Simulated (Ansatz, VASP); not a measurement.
## NaH in VASP and in Ansatz

```
CELL_PARAMETERS angstrom
3.95331 0.00000 0.00000
-1.97665 3.42366 0.00000
0.00000 0.00000 4.82832
ATOMIC_POSITIONS crystal
Na 0.33333 0.66667 0.25000
Na 0.66667 0.33333 0.75000
H 0.66667 0.33333 0.25000
H 0.33333 0.66667 0.75000
```

Alike in both runs: task single point; functional HSE06; k mesh 6 × 6 × 4; no spin polarisation.

|  | VASP | Ansatz |
| --- | --- | --- |
| version | VASP 6.6.1 | Ansatz 0.2.0 |
| potentials or method | VASP PAW PBE potentials, release 64 (Na_pv, H) | plane waves, PAW |
| plane-wave cutoff (eV) | 520 | 420 |
| occupations | gaussian, width 0.01 eV | fixed |
| valence electrons in the cell | 16 | 20 |

|  | VASP | Ansatz | Ansatz less VASP |
| --- | --- | --- | --- |
| gap on the k mesh at the Fermi level (eV) | 4.26 | 4.26 | +0.002 |
| pressure (GPa) | 0.1 | 0.1 | -0.01 |

VASP's potentials hold 16 valence electrons a cell and Ansatz's 20, so a difference there can come from the potentials and not from the codes. Ansatz's warnings: stress exchange threshold loose, stress scf threshold loose.
